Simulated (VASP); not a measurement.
A run of VASP 6.6.1 is set up as follows.

INCAR

```
SYSTEM = AlN
ALGO = Normal ; EDIFF = 1E-7
EDIFFG = -0.005 ; ENCUT = 600
IBRION = 2 ; ISIF = 3
ISMEAR = 0 ; LASPH = .TRUE.
LCHARG = .FALSE. ; LREAL = .FALSE.
LWAVE = .FALSE. ; NELM = 60
NSW = 100 ; PREC = Accurate
SIGMA = 0.02
```

Contents of KPOINTS:

```
k-points
0
G
  12 12 6
  0 0 0
```

Contents of POSCAR:

```
AlN
1.0
    3.1285881400      0.0000000000      0.0000000000
   -1.5642940700      2.7094368000      0.0000000000
    0.0000000000      0.0000000000      5.0169550000
Al N
2 2
Direct
    0.6666666700      0.3333333300      0.4992870000
    0.3333333300      0.6666666700      0.9992870000
    0.6666666700      0.3333333300      0.8807130000
    0.3333333300      0.6666666700      0.3807130000
```

Potentials or basis: VASP PAW LDA potentials, release 64 (Al, N).

Run with:

```console
$ cat potpaw_LDA.64/Al/POTCAR potpaw_LDA.64/N/POTCAR > POTCAR
$ mpirun -np 1 vasp_std > vasp.out
```

(1) What does it give for the relaxed volume?

(2) What does it give for the space group after relaxing (to 0.1 Å)?

(3) Estimate the relaxed cell.

(4) Predict the band gap on the k mesh.

Results:

(1) 10.24 Å³/atom.

(2) P6_3mc (No. 186).

(3) a = 3.091 Å, b = 3.091 Å, c = 4.948 Å, α = 90.00°, β = 90.00°, γ = 120.00°.

(4) 4.40 eV.
